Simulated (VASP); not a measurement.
# BP (rocksalt type) (Fm-3m) in VASP: a series of runs, part 2 of 2

VASP 6.6.1.

### 4 Electric field gradients, PBE (volume scaled by 1.03)

INCAR

```
ALGO = Normal
EDIFF = 1E-8
ENCUT = 520
GGA = PE
ISIF = 2
ISMEAR = -1
LASPH = True
LCHARG = False
LEFG = True
LREAL = False
LWAVE = False
NBANDS = 11
NELM = 80
PREC = Accurate
SIGMA = 0.05
```

KPOINTS

```
k-points
0
Gamma
  16 16 16
```

POSCAR

```
BP
1.0
    0.0000000000      2.1811852647      2.1811852647
    2.1811852647      0.0000000000      2.1811852647
    2.1811852647      2.1811852647      0.0000000000
B P
1 1
Direct
    0.0000000000      0.0000000000      0.0000000000
    0.5000000000      0.5000000000      0.5000000000
```

Potentials or basis: VASP PAW PBE potentials, release 64 (B, P).

Run with:

```
cat potpaw_PBE.64/B/POTCAR potpaw_PBE.64/P/POTCAR > POTCAR
mpirun -np 1 vasp_std > vasp.out
```

OUTCAR:

```text
EDIFF = 1E-8
   ENCUT = 520
   GGA = PE
   ISIF = 2
   ISMEAR = -1
   LASPH = True
   LREAL = False
   NELM = 80
   PREC = Accurate

 ion  position               nearest neighbor table
   1  0.000  0.000  0.000-   2 2.18   2 2.18   2 2.18   2 2.18   2 2.18   2 2.18
   2  0.500  0.500  0.500-   1 2.18   1 2.18   1 2.18   1 2.18   1 2.18   1 2.18

  LATTYP: Found a face centered cubic cell.
 ALAT       =     4.3623705294

  Lattice vectors:

 A1 = (   0.0000000000,   2.1811852647,   2.1811852647)
 A2 = (   2.1811852647,   0.0000000000,   2.1811852647)
 A3 = (   2.1811852647,   2.1811852647,   0.0000000000)

Analysis of symmetry for initial positions (statically):
=====================================================================
 Subroutine PRICEL returns:
 Original cell was already a primitive cell.

 Routine SETGRP: Setting up the symmetry group for a
 face centered cubic supercell.

 Subroutine GETGRP returns: Found 48 space group operations
 (whereof 48 operations were pure point group operations)
 out of a pool of 48 trial point group operations.

The static configuration has the point symmetry O_h .

Analysis of symmetry for dynamics (positions and initial velocities):
=====================================================================
 Subroutine PRICEL returns:
 Original cell was already a primitive cell.

 Routine SETGRP: Setting up the symmetry group for a
 face centered cubic supercell.

 Subroutine GETGRP returns: Found 48 space group operations
 (whereof 48 operations were pure point group operations)
 out of a pool of 48 trial point group operations.

[... 478 lines left out ...]
      1      -7.0761      2.00000
      2       8.2331      2.00000
      3       8.7054      1.99998
      4       9.5118      0.01733
      5      15.6362      0.00000
      6      15.7516      0.00000
      7      16.7790      0.00000
      8      17.1618      0.00000
      9      17.4808      0.00000
     10      17.8707      0.00000
     11      18.3392      0.00000

 [... further k-points ...]

------------------------ aborting loop because EDIFF is reached ----------------------------------------

  FORCE on cell =-STRESS in cart. coord.  units (eV):
  Direction    XX          YY          ZZ          XY          YZ          ZX
  --------------------------------------------------------------------------------------
  -------------------------------------------------------------------------------------
  Total       -0.6123742     -0.6123742     -0.6123742     -0.0000000      0.0000000     -0.0000000
  in kB      -47.2737225    -47.2737225    -47.2737225     -0.0000000      0.0000000     -0.0000000
  external PRESSURE =     -47.2737225 kB  Pullay stress =       0.0000000 kB

 VOLUME and BASIS-vectors are now :
 -----------------------------------------------------------------------------
  energy-cutoff  :      520.00
  volume of cell :       20.75
      direct lattice vectors                 reciprocal lattice vectors
     0.000000000  2.181185265  2.181185265    -0.229233164  0.229233164  0.229233164
     2.181185265  0.000000000  2.181185265     0.229233164 -0.229233164  0.229233164
     2.181185265  2.181185265  0.000000000     0.229233164  0.229233164 -0.229233164

 POSITION                                       TOTAL-FORCE (eV/Angst)
 -----------------------------------------------------------------------------------
      0.00000      0.00000      0.00000         0.000000      0.000000      0.000000
      2.18119      2.18119      2.18119        -0.000000     -0.000000     -0.000000
 -----------------------------------------------------------------------------------
    total drift:                                0.000000     -0.000000     -0.000000

  FREE ENERGIE OF THE ION-ELECTRON SYSTEM (eV)
  ---------------------------------------------------
  free  energy   TOTEN  =       -10.7984639934 eV

  energy  without entropy=      -10.7928168138  energy(sigma->0) =      -10.79564040

 Electric field gradients (V/A^2)
---------------------------------------------------------------------
 ion       V_xx      V_yy      V_zz      V_xy      V_xz      V_yz
---------------------------------------------------------------------
   1      -0.000     0.000     0.000     0.000     0.000     0.000
   2      -0.000     0.000     0.000    -0.000    -0.000    -0.000
---------------------------------------------------------------------

 Electric field gradients after diagonalization (V/A^2)
 (convention: |V_zz| > |V_xx| > |V_yy|)
----------------------------------------------------------------------
 ion       V_xx      V_yy      V_zz     asymmetry (V_yy - V_xx)/ V_zz
----------------------------------------------------------------------
   1      -0.000    -0.000     0.000       0.000
   2       0.000     0.000    -0.000       0.000
----------------------------------------------------------------------

           NMR quadrupolar parameters

 Cq : quadrupolar parameter    Cq=e*Q*V_zz/h
 eta: asymmetry parameters     (V_yy - V_xx)/ V_zz
 Q  : nuclear electric quadrupole moment in mb (millibarn)
----------------------------------------------------------------------
 ion       Cq(MHz)       eta       Q (mb)
----------------------------------------------------------------------
   1       0.000       0.000       1.000
   2      -0.000       0.000       1.000
----------------------------------------------------------------------
```

OSZICAR:

```text
N       E                     dE             d eps       ncg     rms          rms(c)
DAV:   1     0.910403038364E+01    0.91040E+01   -0.40525E+03  3214   0.666E+02
DAV:   2    -0.104526640793E+02   -0.19557E+02   -0.18750E+02  4141   0.105E+02
DAV:   3    -0.109757563736E+02   -0.52309E+00   -0.51758E+00  3878   0.144E+01
DAV:   4    -0.109773998238E+02   -0.16435E-02   -0.16430E-02  3714   0.924E-01
DAV:   5    -0.109774050571E+02   -0.52333E-05   -0.52327E-05  3756   0.497E-02    0.592E+00
DAV:   6    -0.107993357999E+02    0.17807E+00   -0.62882E-01  3493   0.308E+00    0.319E+00
DAV:   7    -0.107975353924E+02    0.18004E-02   -0.53589E-02  3926   0.125E+00    0.122E+00
DAV:   8    -0.107983478278E+02   -0.81244E-03   -0.24523E-03  3470   0.299E-01    0.147E-01
DAV:   9    -0.107984535613E+02   -0.10573E-03   -0.16911E-04  3790   0.841E-02    0.485E-02
DAV:  10    -0.107984639450E+02   -0.10384E-04   -0.12950E-05  3549   0.271E-02    0.111E-02
DAV:  11    -0.107984639098E+02    0.35176E-07   -0.19896E-06  3717   0.656E-03    0.867E-04
DAV:  12    -0.107984639995E+02   -0.89711E-07   -0.86867E-08  3626   0.209E-03    0.380E-04
DAV:  13    -0.107984639934E+02    0.61584E-08   -0.35515E-09  1919   0.382E-04
   1 F= -.10798464E+02 E0= -.10795640E+02  d E =-.564718E-02
```

stdout:

```text
POSCAR found type information on POSCAR B P
 POSCAR found :  2 types and       2 ions
 scaLAPACK will be used
 LDA part: xc-table for (Slater+PW92), standard interpolation
 POSCAR, INCAR and KPOINTS ok, starting setup
 FFT: planning ... GRIDC
 FFT: planning ... GRID_SOFT
 FFT: planning ... GRID
 WAVECAR not read
 entering main loop
ion   1

ion   2
```

It took 26 s on 1 thread of AMD EPYC 7R13 (Zen 3), shared host; peak memory 0.12 GiB.

Results:

- Free energy: -10.7985 eV
- Pressure: -4.7 GPa
- Band gap on the k mesh: zero (band 4 reaches 10.67 eV, above the bottom of band 5 at 6.42 eV)

Levels at points of the mesh, in eV from the Fermi level:
```
           k point  band 1  band 2  band 3  band 4  band 5  band 6  band 7  band 8  band 9
(0.00, 0.00, 0.00)  -16.57    0.02    0.02    0.02    6.04    7.97    7.97    7.97    8.42
(0.50, 0.00, 0.00)  -12.23  -10.35    0.75    0.75    1.15    1.15    4.94    6.89   14.82
(0.50, 0.50, 0.00)  -10.46   -8.72   -4.10   -4.10   -2.86    2.79   11.71   11.71   14.28
```

Caveat: without QUAD_EFG the Cq values of the log hold for a quadrupole moment of 1 mb, not for the nuclei.

### 5 Electric field gradients, PBE (volume scaled by 1.06)

INCAR

```
SYSTEM = BP
ALGO = Normal ; EDIFF = 1E-8
ENCUT = 520 ; GGA = PE
ISIF = 2 ; ISMEAR = -1
LASPH = .True. ; LCHARG = .False.
LEFG = .True. ; LREAL = .False.
LWAVE = .False. ; NBANDS = 11
NELM = 100 ; PREC = Accurate
SIGMA = 0.05
```

KPOINTS

```
k-points
0
Gamma
  16 16 16
  0 0 0
```

POSCAR

```
BP
1.0
    0.0000000000      2.2021594866      2.2021594866
    2.2021594866      0.0000000000      2.2021594866
    2.2021594866      2.2021594866      0.0000000000
B P
1 1
Direct
    0.0000000000      0.0000000000      0.0000000000
    0.5000000000      0.5000000000      0.5000000000
```

Potentials or basis: VASP PAW PBE potentials, release 64 (B, P).

Run with:

```
cat potpaw_PBE.64/B/POTCAR potpaw_PBE.64/P/POTCAR > POTCAR
mpirun -np 1 vasp_std > vasp.out
```

OUTCAR:

```text
SYSTEM = BP
   EDIFF = 1E-8
   ENCUT = 520
   GGA = PE
   ISIF = 2
   ISMEAR = -1
   LASPH = .True.
   LREAL = .False.
   NELM = 100
   PREC = Accurate

 ion  position               nearest neighbor table
   1  0.000  0.000  0.000-   2 2.20   2 2.20   2 2.20   2 2.20   2 2.20   2 2.20
   2  0.500  0.500  0.500-   1 2.20   1 2.20   1 2.20   1 2.20   1 2.20   1 2.20

  LATTYP: Found a face centered cubic cell.
 ALAT       =     4.4043189732

  Lattice vectors:

 A1 = (   0.0000000000,   2.2021594866,   2.2021594866)
 A2 = (   2.2021594866,   0.0000000000,   2.2021594866)
 A3 = (   2.2021594866,   2.2021594866,   0.0000000000)

Analysis of symmetry for initial positions (statically):
=====================================================================
 Subroutine PRICEL returns:
 Original cell was already a primitive cell.

 Routine SETGRP: Setting up the symmetry group for a
 face centered cubic supercell.

 Subroutine GETGRP returns: Found 48 space group operations
 (whereof 48 operations were pure point group operations)
 out of a pool of 48 trial point group operations.

The static configuration has the point symmetry O_h .

Analysis of symmetry for dynamics (positions and initial velocities):
=====================================================================
 Subroutine PRICEL returns:
 Original cell was already a primitive cell.

 Routine SETGRP: Setting up the symmetry group for a
 face centered cubic supercell.

 Subroutine GETGRP returns: Found 48 space group operations
 (whereof 48 operations were pure point group operations)
 out of a pool of 48 trial point group operations.

The dynamic configuration has the point symmetry O_h .

 Subroutine INISYM returns: Found 48 space group operations
 (whereof 48 operations are pure point group operations),
 and found     1 'primitive' translations

----------------------------------------------------------------------------------------

                                     Primitive cell

  volume of cell :      21.3588

  direct lattice vectors                    reciprocal lattice vectors
     0.000000000  2.202159487  2.202159487    -0.227049859  0.227049859  0.227049859
     2.202159487  0.000000000  2.202159487     0.227049859 -0.227049859  0.227049859
     2.202159487  2.202159487  0.000000000     0.227049859  0.227049859 -0.227049859

  length of vectors
     3.114323812  3.114323812  3.114323812     0.393261891  0.393261891  0.393261891

  position of ions in fractional coordinates (direct lattice)
     0.000000000  0.000000000  0.000000000
     0.500000000  0.500000000  0.500000000

  ion indices of the primitive-cell ions
   primitive index   ion index
                 1           1
                 2           2

----------------------------------------------------------------------------------------

 KPOINTS: k-points

Automatic generation of k-mesh.
 Grid dimensions read from file:
 generate k-points for:   16   16   16

 Generating k-lattice:

[... 78 lines left out ...]
   IALGO  =     38    algorithm
   IMIX   =      4    mixing-type and parameters
     AMIX     =   0.40;   BMIX     =  1.00
     AMIX_MAG =   1.60;   BMIX_MAG =  1.00
  volume/ion in A,a.u.               =      10.68        72.07
  Fermi-wavevector in a.u.,A,eV,Ry     =   1.180083  2.230034 18.947432  1.392597
  Thomas-Fermi vector in A             =   2.316382
   LORBIT       =      0    0 simple, 1 ext, 2 COOP (PROOUT), +10 PAW based schemes
   GGA     = PE    functional components
   LHFCALC =     F    Hartree Fock is set to
   AEXX    =    0.0000 exact exchange contribution
   IVDW    =     0    specifies the selected vdW correction
   LEPSILON=     F    determine dielectric tensor
   LRPA    =     F    only Hartree local field effects (RPA)
 non-spin polarized calculation
  energy-cutoff  :      520.00
  volume of cell :       21.36
 maximum number of plane-waves:       588
   NGX = 11   NGY = 11   NGZ = 11

 number of electron       8.0000000 magnetization

 Free energy of the ion-electron system (eV)
  ---------------------------------------------------
  ext. energy  EPLUGINS =         0.00000000
  ---------------------------------------------------
  free energy    TOTEN  =       -10.77340921 eV

  energy without entropy =      -10.76749498  energy(sigma->0) =      -10.77045209

 E-fermi :   8.8779     XC(G=0): -11.6906

 val. band max:        8.8735307760   @ k =  -0.4375   0.4375   0.1250
 cond. band min:       8.8844215046   @ k =   0.0625   0.0000   0.0000
 fundamental gap:      0.0108907286
 Fermi energy:         8.8779174225

 k-point     1 :       0.0000    0.0000    0.0000
  band No.  band energies     occupation
      1      -7.3754      2.00000
      2       8.9053      0.73321
      3       8.9053      0.73321
      4       8.9053      0.73320
      5      14.4608      0.00000
      6      16.8864      0.00000
      7      16.8864      0.00000
      8      16.8864      0.00000
      9      17.1037      0.00000
     10      17.1037      0.00000
     11      17.1037      0.00000
[... 309 lines left out ...]
 k-point    24 :      -0.0625    0.0625    0.0000
  band No.  band energies     occupation
      1      -7.1628      2.00000
      2       7.8433      2.00000
      3       8.3377      1.99996
      4       9.1145      0.01746
      5      14.8612      0.00000
      6      15.2483      0.00000
      7      16.1996      0.00000
      8      16.7923      0.00000
      9      17.1145      0.00000
     10      17.2711      0.00000
     11      17.9217      0.00000

 [... further k-points ...]

------------------------ aborting loop because EDIFF is reached ----------------------------------------

  FORCE on cell =-STRESS in cart. coord.  units (eV):
  Direction    XX          YY          ZZ          XY          YZ          ZX
  --------------------------------------------------------------------------------------
  -------------------------------------------------------------------------------------
  Total       -1.1443501     -1.1443501     -1.1443501     -0.0000000     -0.0000000      0.0000000
  in kB      -85.8406849    -85.8406849    -85.8406849     -0.0000000     -0.0000000      0.0000000
  external PRESSURE =     -85.8406849 kB  Pullay stress =       0.0000000 kB

 VOLUME and BASIS-vectors are now :
 -----------------------------------------------------------------------------
  energy-cutoff  :      520.00
  volume of cell :       21.36
      direct lattice vectors                 reciprocal lattice vectors
     0.000000000  2.202159487  2.202159487    -0.227049859  0.227049859  0.227049859
     2.202159487  0.000000000  2.202159487     0.227049859 -0.227049859  0.227049859
     2.202159487  2.202159487  0.000000000     0.227049859  0.227049859 -0.227049859

 POSITION                                       TOTAL-FORCE (eV/Angst)
 -----------------------------------------------------------------------------------
      0.00000      0.00000      0.00000         0.000000     -0.000000     -0.000000
      2.20216      2.20216      2.20216        -0.000000      0.000000      0.000000
 -----------------------------------------------------------------------------------
    total drift:                                0.000000     -0.000000     -0.000000

  FREE ENERGIE OF THE ION-ELECTRON SYSTEM (eV)
  ---------------------------------------------------
  free  energy   TOTEN  =       -10.7734092113 eV

  energy  without entropy=      -10.7674949750  energy(sigma->0) =      -10.77045209

 Electric field gradients (V/A^2)
---------------------------------------------------------------------
 ion       V_xx      V_yy      V_zz      V_xy      V_xz      V_yz
---------------------------------------------------------------------
   1      -0.000     0.000     0.000     0.000     0.000     0.000
   2      -0.000    -0.000     0.000    -0.000    -0.000    -0.000
---------------------------------------------------------------------

 Electric field gradients after diagonalization (V/A^2)
 (convention: |V_zz| > |V_xx| > |V_yy|)
----------------------------------------------------------------------
 ion       V_xx      V_yy      V_zz     asymmetry (V_yy - V_xx)/ V_zz
----------------------------------------------------------------------
   1      -0.000    -0.000     0.000       0.000
   2       0.000     0.000    -0.000       0.000
----------------------------------------------------------------------

           NMR quadrupolar parameters

 Cq : quadrupolar parameter    Cq=e*Q*V_zz/h
 eta: asymmetry parameters     (V_yy - V_xx)/ V_zz
 Q  : nuclear electric quadrupole moment in mb (millibarn)
----------------------------------------------------------------------
 ion       Cq(MHz)       eta       Q (mb)
----------------------------------------------------------------------
   1       0.000       0.000       1.000
   2      -0.000       0.000       1.000
----------------------------------------------------------------------
```

It took 31 s on 1 thread of AMD EPYC 7R13 (Zen 3), shared host; peak memory 0.13 GiB.

Results:

* Free energy: -10.7734 eV
* Pressure: -8.6 GPa
* Band gap on the k mesh: zero (band 4 reaches 10.32 eV, above the bottom of band 5 at 5.96 eV)

Levels at points of the mesh, in eV from the Fermi level:
```csv
k point,band 1,band 2,band 3,band 4,band 5,band 6,band 7,band 8
"(0.00, 0.00, 0.00)",-16.25,0.03,0.03,0.03,5.58,8.01,8.01,8.01
"(0.50, 0.00, 0.00)",-12.03,-10.12,0.81,0.81,1.12,1.12,4.79,6.69
"(0.50, 0.50, 0.00)",-10.35,-8.46,-3.97,-3.97,-2.92,2.94,11.39,11.39
```

Caveat: without QUAD_EFG the Cq values of the log hold for a quadrupole moment of 1 mb, not for the nuclei.

### 6 Density of states, PBE

POSCAR

```
BP
1.0
    0.0000000000      2.1597997182      2.1597997182
    2.1597997182      0.0000000000      2.1597997182
    2.1597997182      2.1597997182      0.0000000000
B P
1 1
Direct
    0.0000000000      0.0000000000      0.0000000000
    0.5000000000      0.5000000000      0.5000000000
```

INCAR.step1

```
PREC = Accurate
ENCUT = 520
EDIFF = 1E-6
ISMEAR = -1
SIGMA = 0.05
LREAL = False
LASPH = True
NELM = 80
ALGO = Normal
ISIF = 2
LWAVE = False
LCHARG = True
GGA = PE
NBANDS = 11
```

KPOINTS.step1

```
regular mesh
0
Gamma
  16 16 16
```

INCAR.step2

```
PREC = Accurate
ENCUT = 520
EDIFF = 1E-6
ISMEAR = -5
SIGMA = 0.05
LREAL = False
LASPH = True
NELM = 80
ALGO = Normal
ISIF = 2
LWAVE = False
LCHARG = False
GGA = PE
LORBIT = 10
NEDOS = 1001
ICHARG = 11
```

KPOINTS.step2

```
regular mesh
0
Gamma
  24 24 24
```

Potentials or basis: VASP PAW PBE potentials, release 64 (B, P).

Run with:

```
cat potpaw_PBE.64/B/POTCAR potpaw_PBE.64/P/POTCAR > POTCAR
cp INCAR.step1 INCAR
cp KPOINTS.step1 KPOINTS
mpirun -np 1 vasp_std > vasp.out
cp INCAR.step2 INCAR
cp KPOINTS.step2 KPOINTS
mpirun -np 1 vasp_std > vasp.out
```

Wall time 55 s (1 thread of AMD EPYC 7R13 (Zen 3), shared host); peak memory 0.16 GiB.

It converged, with:

| Quantity | Value |
| --- | --- |
| Valence electrons inside the program's atomic spheres | B 1.76; P 2.41 |

Levels at points of the mesh, in eV from the Fermi level:
```
           k point  band 1  band 2  band 3  band 4  band 5  band 6  band 7  band 8
(0.00, 0.00, 0.00)  -16.93   -0.01   -0.01   -0.01    6.50    7.90    7.90    7.90
(0.50, 0.00, 0.00)  -12.47  -10.63    0.64    0.64    1.14    1.14    5.07    7.06
(0.50, 0.50, 0.00)  -10.62   -9.03   -4.26   -4.26   -2.83    2.60   12.01   12.01
```

Caveat: tetrahedron occupations give inexact forces and stress in metals.

### 7 Summary

```tsv
task	level	cell	smearing	k mesh for the DOS	occupations for the DOS	gap on the mesh (eV)	pressure (GPa)
electric field gradients	PBE	a = 3.054 Å, angles 60.0°, 2 atoms	fermi-dirac 0.05 eV	-	-	none	-0.2
electric field gradients	PBEsol	a = 3.054 Å, angles 60.0°, 2 atoms	methfessel-paxton 0.05 eV	-	-	none	-3.5
electric field gradients	PBE	a = 3.085 Å, angles 60.0°, 2 atoms	fermi-dirac 0.05 eV	-	-	none	-4.7
electric field gradients	PBE	a = 3.114 Å, angles 60.0°, 2 atoms	fermi-dirac 0.05 eV	-	-	none	-8.6
density of states	PBE	a = 3.054 Å, angles 60.0°, 2 atoms	fermi-dirac 0.05 eV	24 × 24 × 24	tetrahedron	-	-
```

Alike in all rows: potentials or basis VASP PAW PBE potentials, release 64 (B, P); no spin polarisation; k mesh 16 × 16 × 16; cutoff (eV) 520.

Caveats: the PAW data sets were made with another functional, which shifts forces and pressure a little (some runs); tetrahedron occupations give inexact forces and stress in metals (some runs).

Absolute energies hang on the potentials; compare differences alone.
